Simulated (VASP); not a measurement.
CdTe (zincblende type), 2 atoms in the cell. Symmetry: F-43m, No. 216, cubic system. The conventional cell has a = 5.756 Å, b = 5.756 Å, c = 5.756 Å, α = 90.00°, β = 90.00°, γ = 90.00°. Cd (site symmetry -43m) has 4 Te at 2.49 Å within 3.3 Å. Te (site symmetry -43m) has 4 Cd at 2.49 Å within 3.3 Å. 

* Program: VASP 6.6.1
* Task: relaxation of cell and atoms
* Functional: PBE
* Potentials or basis: VASP PAW PBE potentials, release 64 (Cd, Te)
* Cutoff: 600 eV
* k mesh: 12 × 12 × 12
* Occupations: fermi-dirac, width 0.05 eV
* Spin: no spin polarisation
* Target pressure: 40 GPa
* Dipole correction: no
* Further INCAR settings: ALGO = Normal; EDIFF = 1e-06; IBRION = 2; EDIFFG = -0.005; NSW = 32; ISIF = 3

Potentials or basis: VASP PAW PBE potentials, release 64 (Cd, Te).

Command:

```bash
$ cat potpaw_PBE.64/Cd/POTCAR potpaw_PBE.64/Te/POTCAR > POTCAR
$ mpirun -np 1 vasp_std > vasp.out
```

Hardware: 1 thread of Intel(R) Xeon(R) 6975P-C (Granite Rapids), on a shared host.

Task: Estimate the wall time of this run.

Result: It took 55 s on 1 thread of Intel(R) Xeon(R) 6975P-C (Granite Rapids), with other jobs on the host, peak memory 0.24 GiB. Counts: scf iterations 27, k points 72, ion steps 3.
